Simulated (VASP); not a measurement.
# CsSnBr3 (Pm-3m) in VASP: single point with PBE+D3(BJ)

Aim: the single point of CsSnBr3 with PBE+D3(BJ).

Program: VASP 6.6.1. These are calculated values, not measurements. Logs are shortened: lines on timing, memory, paths and dates and some standing lists are left out, and cuts for length are marked.

## (1) The cell of the first run

It takes space group Pm-3m (No. 221, cubic). Conventional cell: a = 5.839 Å, b = 5.839 Å, c = 5.839 Å, α = 90.00°, β = 90.00°, γ = 90.00°. Within 5.4 Å of Cs (site symmetry m-3m) lie 12 Br at 4.13 Å and 8 Sn at 5.06 Å. Sn (site symmetry m-3m) has 6 Br at 2.92 Å within 3.8 Å. Within 3.8 Å of Br (site symmetry 4/mmm) lie 2 Sn at 2.92 Å.

## (2) Single point, PBE+D3(BJ)

Contents of INCAR:

```
  PREC = Accurate
  ENCUT = 500
  EDIFF = 1E-6
  ISMEAR = 1
  SIGMA = 0.02
  LREAL = False
  LASPH = True
  NELM = 120
  ALGO = Normal
  ISIF = 2
  LWAVE = False
  LCHARG = False
  GGA = PE
  IVDW = 12
  NBANDS = 30
  GGA_COMPAT = False
```

Contents of KPOINTS:

```
regular mesh
0
Gamma
  3 3 3
```

Contents of POSCAR:

```
CsSnBr3
1.0
    5.8390060000      0.0000000000      0.0000000000
    0.0000000000      5.8390060000      0.0000000000
    0.0000000000      0.0000000000      5.8390060000
Cs Sn Br
1 1 3
Direct
    0.0000000000      0.0000000000      0.0000000000
    0.5000000000      0.5000000000      0.5000000000
    0.5000000000      0.0000000000      0.5000000000
    0.5000000000      0.5000000000      0.0000000000
    0.0000000000      0.5000000000      0.5000000000
```

Potentials or basis: VASP PAW PBE potentials, release 64 (Cs_sv, Sn_d, Br).

On the command line:

```console
cat potpaw_PBE.64/Cs_sv/POTCAR potpaw_PBE.64/Sn_d/POTCAR potpaw_PBE.64/Br/POTCAR > POTCAR
mpirun -np 1 vasp_std > vasp.out
```

OUTCAR:

```text
PREC = Accurate
   ENCUT = 500
   EDIFF = 1E-6
   ISMEAR = 1
   LREAL = False
   LASPH = True
   NELM = 120
   ISIF = 2
   GGA = PE
   IVDW = 12
 IVDW          = 12

 ion  position               nearest neighbor table
   1  0.000  0.000  0.000-
   2  0.500  0.500  0.500-   3 2.92   4 2.92   5 2.92   4 2.92   3 2.92   5 2.92
   3  0.500  0.000  0.500-   2 2.92   2 2.92
   4  0.500  0.500  0.000-   2 2.92   2 2.92
   5  0.000  0.500  0.500-   2 2.92   2 2.92

  LATTYP: Found a simple cubic cell.
 ALAT       =     5.8390060000

  Lattice vectors:

 A1 = (   5.8390060000,   0.0000000000,   0.0000000000)
 A2 = (   0.0000000000,   5.8390060000,   0.0000000000)
 A3 = (   0.0000000000,   0.0000000000,   5.8390060000)

Analysis of symmetry for initial positions (statically):
=====================================================================
 Subroutine PRICEL returns:
 Original cell was already a primitive cell.

 Routine SETGRP: Setting up the symmetry group for a
 simple cubic supercell.

 Subroutine GETGRP returns: Found 48 space group operations
 (whereof 48 operations were pure point group operations)
 out of a pool of 48 trial point group operations.

The static configuration has the point symmetry O_h .

Analysis of symmetry for dynamics (positions and initial velocities):
=====================================================================
 Subroutine PRICEL returns:
 Original cell was already a primitive cell.

 Routine SETGRP: Setting up the symmetry group for a
 simple cubic supercell.

 Subroutine GETGRP returns: Found 48 space group operations
 (whereof 48 operations were pure point group operations)
 out of a pool of 48 trial point group operations.

The dynamic configuration has the point symmetry O_h .

 Subroutine INISYM returns: Found 48 space group operations
 (whereof 48 operations are pure point group operations),
 and found     1 'primitive' translations

----------------------------------------------------------------------------------------

                                     Primitive cell

  volume of cell :     199.0750

  direct lattice vectors                    reciprocal lattice vectors
     5.839006000  0.000000000  0.000000000     0.171262026  0.000000000  0.000000000
     0.000000000  5.839006000  0.000000000     0.000000000  0.171262026  0.000000000
     0.000000000  0.000000000  5.839006000     0.000000000  0.000000000  0.171262026

  length of vectors
     5.839006000  5.839006000  5.839006000     0.171262026  0.171262026  0.171262026

  position of ions in fractional coordinates (direct lattice)
     0.000000000  0.000000000  0.000000000
     0.500000000  0.500000000  0.500000000
     0.500000000  0.000000000  0.500000000
     0.500000000  0.500000000  0.000000000
     0.000000000  0.500000000  0.500000000

  ion indices of the primitive-cell ions
   primitive index   ion index
                 1           1
                 2           2
                 3           3
                 4           4
                 5           5

----------------------------------------------------------------------------------------

 KPOINTS: regular mesh

Automatic generation of k-mesh.
 Grid dimensions read from file:
 generate k-points for:    3    3    3

 Generating k-lattice:

  Cartesian coordinates                     Fractional coordinates (reciprocal lattice)
     0.057087342  0.000000000  0.000000000     0.333333333  0.000000000  0.000000000
     0.000000000  0.057087342  0.000000000     0.000000000  0.333333333  0.000000000
     0.000000000  0.000000000  0.057087342     0.000000000  0.000000000  0.333333333

  Length of vectors
     0.057087342  0.057087342  0.057087342

  Shift w.r.t. Gamma in fractional coordinates (k-lattice)
     0.000000000  0.000000000  0.000000000

 Subroutine IBZKPT returns following result:
 ===========================================

 Found      4 irreducible k-points:

 Following reciprocal coordinates:
            Coordinates               Weight
  0.000000  0.000000  0.000000      1.000000
  0.333333  0.000000  0.000000      6.000000
  0.333333  0.333333  0.000000     12.000000
  0.333333  0.333333  0.333333      8.000000
   k-points           NKPTS =      4   k-points in BZ     NKDIM =      4   number of bands    NBANDS=     30
   number of dos      NEDOS =    301   number of ions     NIONS =      5
   total plane-waves  NPLWV = 110592
   dimension x,y,z NGX =    48 NGY =   48 NGZ =   48
   dimension x,y,z NGXF=    96 NGYF=   96 NGZF=   96
   ions per type =               1   1   3
   NGX,Y,Z   is equivalent  to a cutoff of  13.67, 13.67, 13.67 a.u.
   NGXF,Y,Z  is equivalent  to a cutoff of  27.33, 27.33, 27.33 a.u.
 SYSTEM =  unknown system
   PREC   = accura    normal or accurate (medium, high low for compatibility)
   ISTART =      0    job   : 0-new  1-cont  2-samecut
   ICHARG =      2    charge: 1-file 2-atom 10-const
   ISPIN  =      1    spin polarized calculation?
   LNONCOLLINEAR =      F non collinear calculations
   LSORBIT =      F    spin-orbit coupling
   LASPH  =      T    aspherical Exc in radial PAW
   ENCUT  =  500.0 eV  36.75 Ry    6.06 a.u.  10.65 10.65 10.65*2*pi/ulx,y,z
   NELM   =    120;   NELMIN=  2; NELMDL= -5     # of ELM steps
   EDIFF  = 0.1E-05   stopping-criterion for ELM
   LREAL  =      F    real-space projection
   EDIFFG = 0.1E-04   stopping-criterion for IOM
   NSW    =      0    number of steps for IOM
   IBRION =     -1    ionic relax: 0-MD 1-quasi-New 2-CG
   NFREE  =      0    steps in history (QN), initial steepest desc. (CG)
   ISIF   =      2    stress and relaxation
   ISYM   =      2    0-nonsym 1-usesym 2-fastsym
   POTIM  = 0.5000    time-step for ionic-motion
   TEBEG  =    0.0;   TEEND  =   0.0 temperature during run
   PSTRESS=    0.0 pullay stress
   NELECT =      44.0000    total number of electrons
   NUPDOWN=      -1.0000    fix difference up-down
   EMIN   =  10.00;   EMAX   =-10.00  energy-range for DOS
   EFERMI =   0.00;   METHOD = LEGACY
   ISMEAR =     1;   SIGMA  =   0.02  broadening in eV -4-tet -1-fermi 0-gaus
   EFERMI_NEDOS =   21; number of points for ismear=-14 and -15
   IALGO  =     38    algorithm
   IMIX   =      4    mixing-type and parameters
     AMIX     =   0.40;   BMIX     =  1.00
     AMIX_MAG =   1.60;   BMIX_MAG =  1.00
  volume/ion in A,a.u.               =      39.82       268.68
  Fermi-wavevector in a.u.,A,eV,Ry     =   0.989814  1.870477 13.330052  0.979731
  Thomas-Fermi vector in A             =   2.121439
   LORBIT       =      0    0 simple, 1 ext, 2 COOP (PROOUT), +10 PAW based schemes
   GGA     = PE    functional components
   LHFCALC =     F    Hartree Fock is set to
   AEXX    =    0.0000 exact exchange contribution
   IVDW    =    12    specifies the selected vdW correction
   LEPSILON=     F    determine dielectric tensor
   LRPA    =     F    only Hartree local field effects (RPA)
 non-spin polarized calculation
 Methfessel and Paxton  Order N= 1 SIGMA  =   0.02
  energy-cutoff  :      500.00
  volume of cell :      199.08
 maximum number of plane-waves:      5061
 NGX is ok and might be reduce to    42
   NGX = 21   NGY = 21   NGZ = 21

 number of electron      44.0000008 magnetization

 Free energy of the ion-electron system (eV)
  ---------------------------------------------------
  ext. energy  EPLUGINS =         0.00000000
  ---------------------------------------------------
  free energy    TOTEN  =       -15.98602794 eV

  energy without entropy =      -15.98637152  energy(sigma->0) =      -15.98614247

 E-fermi :   0.5639     XC(G=0):  -7.6615

 val. band max:        0.5471061337   @ k =   0.3333   0.3333   0.3333
 cond. band min:       3.8113845339   @ k =   0.3333   0.3333   0.3333
 fundamental gap:      3.2642784002
 Fermi energy:         0.5639437780

 k-point     1 :       0.0000    0.0000    0.0000
  band No.  band energies     occupation
      1     -20.1075      2.00000
      2     -19.9765      2.00000
      3     -19.9765      2.00000
      4     -19.9488      2.00000
      5     -19.9488      2.00000
      6     -19.9488      2.00000
      7     -13.4810      2.00000
      8     -12.9620      2.00000
      9     -12.9620      2.00000
     10      -6.9056      2.00000
     11      -6.9056      2.00000
     12      -6.9056      2.00000
     13      -4.0520      2.00000
     14      -3.0688      2.00000
     15      -3.0688      2.00000
     16      -3.0688      2.00000
     17      -0.8545      2.00000
     18      -0.8545      2.00000
     19      -0.8545      2.00000
     20      -0.7254      2.00000
     21      -0.7254      2.00000
     22      -0.7254      2.00000
     23       4.4054      0.00000
     24       5.4450      0.00000
     25       5.4450      0.00000
     26       6.1009      0.00000
     27       6.1009      0.00000
     28       6.1009      0.00000
     29       7.1010      0.00000
     30       7.1010      0.00000

 k-point     2 :       0.3333    0.0000    0.0000
  band No.  band energies     occupation
      1     -20.1066      2.00000
      2     -19.9765      2.00000
      3     -19.9719      2.00000
      4     -19.9490      2.00000
      5     -19.9490      2.00000
      6     -19.9488      2.00000
      7     -13.3853      2.00000
      8     -13.0817      2.00000
      9     -12.9605      2.00000
     10      -6.8955      2.00000
     11      -6.8953      2.00000
     12      -6.8953      2.00000
     13      -4.9995      2.00000
     14      -2.9996      2.00000
     15      -2.9996      2.00000
     16      -1.6651      2.00000
     17      -0.9797      2.00000
     18      -0.9797      2.00000
     19      -0.9567      2.00000
     20      -0.8178      2.00000
     21      -0.8178      2.00000
     22      -0.3502      2.00000
     23       4.5690      0.00000
     24       5.3873      0.00000
     25       6.0804      0.00000
     26       6.1671      0.00000
     27       6.4859      0.00000
     28       6.4920      0.00000
     29       6.4920      0.00000
     30       7.3347      0.00000

 k-point     3 :       0.3333    0.3333    0.0000
  band No.  band energies     occupation
      1     -20.1059      2.00000
      2     -19.9742      2.00000
      3     -19.9696      2.00000
      4     -19.9491      2.00000
      5     -19.9490      2.00000
      6     -19.9490      2.00000
      7     -13.2984      2.00000
      8     -13.1027      2.00000
      9     -13.0376      2.00000
     10      -6.9125      2.00000
     11      -6.9000      2.00000
     12      -6.8869      2.00000
     13      -5.6488      2.00000
     14      -2.9015      2.00000
     15      -1.9007      2.00000
     16      -1.7214      2.00000
     17      -1.2279      2.00000
     18      -1.0498      2.00000
     19      -0.9949      2.00000
     20      -0.8956      2.00000
     21      -0.5217      2.00000
     22       0.1839      2.00000
     23       4.1567      0.00000
     24       4.3888      0.00000
     25       6.0577      0.00000
     26       6.2221      0.00000
     27       6.5143      0.00000
     28       6.7934      0.00000
     29       7.0846      0.00000
     30       7.3264      0.00000

 k-point     4 :       0.3333    0.3333    0.3333
  band No.  band energies     occupation
      1     -20.1051      2.00000
      2     -19.9696      2.00000
      3     -19.9696      2.00000
      4     -19.9491      2.00000
      5     -19.9491      2.00000
      6     -19.9491      2.00000
      7     -13.2368      2.00000
      8     -13.0997      2.00000
      9     -13.0997      2.00000
     10      -6.9257      2.00000
     11      -6.9257      2.00000
     12      -6.9057      2.00000
     13      -6.1882      2.00000
     14      -1.8031      2.00000
     15      -1.8031      2.00000
     16      -1.6745      2.00000
     17      -1.4398      2.00000
     18      -1.4398      2.00000
     19      -0.5498      2.00000
     20      -0.5498      2.00000
     21      -0.4939      2.00000
     22       0.5471      2.00000
     23       3.8114      0.00000
     24       3.8114      0.00000
     25       4.2676      0.00000
     26       6.0790      0.00000
     27       6.6789      0.00000
     28       6.6789      0.00000
     29       7.0769      0.00000
     30       7.5117      0.00000

------------------------ aborting loop because EDIFF is reached ----------------------------------------

 Edisp (eV)   -1.07518

 E8    (eV) :    -0.5059

  FORCE on cell =-STRESS in cart. coord.  units (eV):
  Direction    XX          YY          ZZ          XY          YZ          ZX
  --------------------------------------------------------------------------------------
  -------------------------------------------------------------------------------------
  Total      -0.79411    -0.79411    -0.79411    -0.00000    -0.00000     0.00000
  in kB      -6.39108    -6.39108    -6.39108    -0.00000    -0.00000     0.00000
  external pressure =       -6.39 kB  Pullay stress =        0.00 kB

 VOLUME and BASIS-vectors are now :
 -----------------------------------------------------------------------------
  energy-cutoff  :      500.00
  volume of cell :      199.08
      direct lattice vectors                 reciprocal lattice vectors
     5.839006000  0.000000000  0.000000000     0.171262026  0.000000000  0.000000000
     0.000000000  5.839006000  0.000000000     0.000000000  0.171262026  0.000000000
     0.000000000  0.000000000  5.839006000     0.000000000  0.000000000  0.171262026

 POSITION                                       TOTAL-FORCE (eV/Angst)
 -----------------------------------------------------------------------------------
      0.00000      0.00000      0.00000         0.000000      0.000000      0.000000
      2.91950      2.91950      2.91950         0.000000      0.000000      0.000000
      2.91950      0.00000      2.91950         0.000000      0.000000      0.000000
      2.91950      2.91950      0.00000         0.000000      0.000000      0.000000
      0.00000      2.91950      2.91950         0.000000      0.000000      0.000000
 -----------------------------------------------------------------------------------
    total drift:                                0.000000     -0.000000     -0.000000

  FREE ENERGIE OF THE ION-ELECTRON SYSTEM (eV)
  ---------------------------------------------------
  free  energy   TOTEN  =       -17.0612113386 eV

  energy  without entropy=      -17.0615549182  energy(sigma->0) =      -17.06132587
```

It took 18 s on 1 thread of Intel Xeon 6975P-C (Granite Rapids), shared host; peak memory 0.32 GiB.

What came out:

```
Free energy                : -17.0612 eV
Pressure                   : -0.6 GPa
Band gap on the k mesh     : 3.26 eV, direct
Dispersion energy per atom : -0.215 eV
```

Levels at points of the mesh, in eV from the valence-band top:
```csv
k point,band 20,band 21,band 22,band 23,band 24,band 25
"(0.00, 0.00, 0.00)",-1.27,-1.27,-1.27,3.86,4.90,4.90
```

Caveat: three body term missing; spin-orbit coupling is left out, which moves the levels of the heavy elements.
